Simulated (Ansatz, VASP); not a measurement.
**BP in VASP and in Ansatz**

```xyz
2
Lattice="0.0000 2.2683 2.2002 2.2683 0.0000 2.2002 2.2683 2.2683 0.0000" Properties=species:S:1:pos:R:3 pbc="T T T"
B     0.0000    0.0000    0.0000
P     3.4024    3.4024    3.3003
```

Change from the starting cell: strain +0.000 along x and y, -0.030 along z, atoms carried along.

Alike in both runs: task single point; functional r2SCAN; k mesh 10 × 10 × 10; occupations gaussian, width 0.05 eV; no spin polarisation.

```csv
,VASP,Ansatz
version,VASP 6.6.1,Ansatz 0.2.0
potentials or method,"VASP PAW PBE potentials, release 64 (B, P), cutoff 520 eV","scalar-relativistic, plane waves, PAW"
valence electrons in the cell,8,8
```

```csv
,VASP,Ansatz,Ansatz less VASP
gap on the k mesh at the Fermi level (eV),0.92,0.89,-0.028
least direct gap on the mesh (eV),3.36,3.32,-0.039
pressure (GPa),4.9,5.4,+0.54
"traceless stress, the component that is largest in VASP (GPa)",5.78,5.75,-0.027
```

VASP's potentials were made for PBE, not for r2SCAN.
